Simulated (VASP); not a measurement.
Here is a VASP 6.6.1 calculation.

The input INCAR:

```
  ALGO = Normal
  EDIFF = 1E-6
  ENCUT = 520
  GGA = PE
  ISIF = 2
  ISMEAR = 0
  LASPH = True
  LCHARG = True
  LELF = True
  LREAL = False
  LVHAR = True
  LWAVE = False
  NBANDS = 24
  NELM = 80
  PREC = Accurate
  SIGMA = 0.02
```

The input KPOINTS:

```
k-points
0
Gamma
  6 6 6
```

File POSCAR:

```
CaO
1.0
    4.0043713128      0.0000000000      0.0000000000
   -2.0021856564      3.4678872831      0.0000000000
    0.0000000000      0.0000000000      4.8079730733
Ca O
2 2
Direct
    0.3333333333      0.6666666667      0.7500000000
    0.6666666667      0.3333333333      0.2500000000
    0.3333333333      0.6666666667      0.2500000000
    0.6666666667      0.3333333333      0.7500000000
```

Potentials or basis: VASP PAW PBE potentials, release 64 (Ca_sv, O).

Run with:

```console
$ cat potpaw_PBE.64/Ca_sv/POTCAR potpaw_PBE.64/O/POTCAR > POTCAR
$ mpirun -np 1 vasp_std > vasp.out
```

(1) Estimate the pressure.

(2) Predict the band gap on the k mesh.

Results:

(1) 0.5 GPa.

(2) 3.13 eV, direct.
